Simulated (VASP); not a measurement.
A run of VASP 6.6.1 is set up as follows.

Contents of INCAR:

```
SYSTEM = Ce
  PREC = Accurate
  ENCUT = 520
  EDIFF = 1E-6
  ISMEAR = -1
  SIGMA = 0.1
  LREAL = .FALSE.
  LASPH = .TRUE.
  NELM = 80
  ALGO = Normal
  ISIF = 2
  LWAVE = .FALSE.
  LCHARG = .TRUE.
  GGA = PE
  LELF = .TRUE.
  LVHAR = .TRUE.
  NBANDS = 19
```

The input KPOINTS:

```
regular mesh
0
G
  6 6 4
  0 0 0
```

File POSCAR:

```
Ce
1.0
    1.6294519950      3.0894433923      0.0000000000
    1.6294519950     -3.0894433923      0.0000000000
    0.0000000000      0.0000000000     -5.2864813564
Ce
2
Direct
    0.1018792881      0.8981207119      0.7500000000
    0.8981207119      0.1018792881      0.2500000000
```

Potentials or basis: VASP PAW PBE potentials, release 64 (Ce).

Command:

```console
$ cat potpaw_PBE.64/Ce/POTCAR > POTCAR
$ mpirun -np 1 vasp_std > vasp.out
```

What does it give for the band gap on the k mesh?

Zero (band 12 reaches 9.44 eV, above the bottom of band 13 at 8.80 eV).

Predict the largest force.

0.005 eV/Å.

Forces on the atoms (eV/Å):
```
Ce   0.000  0.005  0.000
Ce   0.000 -0.005  0.000
```

Caveat: the k points lie up to 0.36 Å⁻¹ apart; spin-orbit coupling is left out, which moves the levels of the heavy elements. Spin polarisation is off, so any magnetic state and its effect on volume and gap are missing.
